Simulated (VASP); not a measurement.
Crystal: PtS2.

```
Pt S
1.0
     3.60977    0.00000    0.00000
    -1.80489    3.12615    0.00000
     0.00000    0.00000    6.74812
Pt S
1 2
Direct
  0.00000 0.00000 0.00000
  0.33333 0.66667 0.18404
  0.66667 0.33333 0.81596
```

```yaml
Program: VASP 6.6.1
Task: relaxation of shape and atoms at fixed volume
Functional: PBE
Potentials_or_basis: VASP PAW PBE potentials, release 64 (Pt, S)
Cutoff: 600 eV
k_mesh: 8 × 8 × 4
Occupations: gaussian, width 0.05 eV
Spin: non-collinear spin, zero start, spin-orbit coupling
Starting_moments: "[[0.0, 0.0, 0.0], [0.0, 0.0, 0.0], [0.0, 0.0, 0.0]] μB"
```

At the start: pressure -2.8 GPa; volume 25.38 Å³/atom.

Q: How do energy, volume and symmetry change on relaxing?

A: Over 6 steps the energy falls by 6.8 meV/atom; space group P-3m1 (No. 164, to 0.1 Å) before and after; moment 0.00 μB per cell.

The path:
| step | energy change (eV) | largest force (eV/Å) | pressure (GPa) | volume (Å³) |
| --- | --- | --- | --- | --- |
| 1 | 0.0000 | 0.3710 | -2.83 | 76.15 |
| 2 | -0.0134 | 0.1846 | -1.67 | 76.15 |
| 3 | -0.0193 | 0.0449 | -0.26 | 76.15 |
| 4 | -0.0193 | 0.0546 | -0.21 | 76.15 |
| 5 | -0.0203 | 0.0217 | -0.11 | 76.15 |
| 6 | -0.0205 | 0.0008 | -0.05 | 76.15 |

Final structure:
```
Pt S
1.0
     3.57118    0.00000    0.00000
    -1.78559    3.09274    0.00000
     0.00000    0.00000    6.89473
Pt S
1 2
Direct
  0.00000 0.00000 0.00000
  0.33333 0.66667 0.17856
  0.66667 0.33333 0.82144
```

Where two steps share one volume, the run began anew on that cell with a basis built for it.

Caveat: this functional lacks dispersion, which binds layers or chains, so the pressure and a relaxed spacing across them are unreliable.
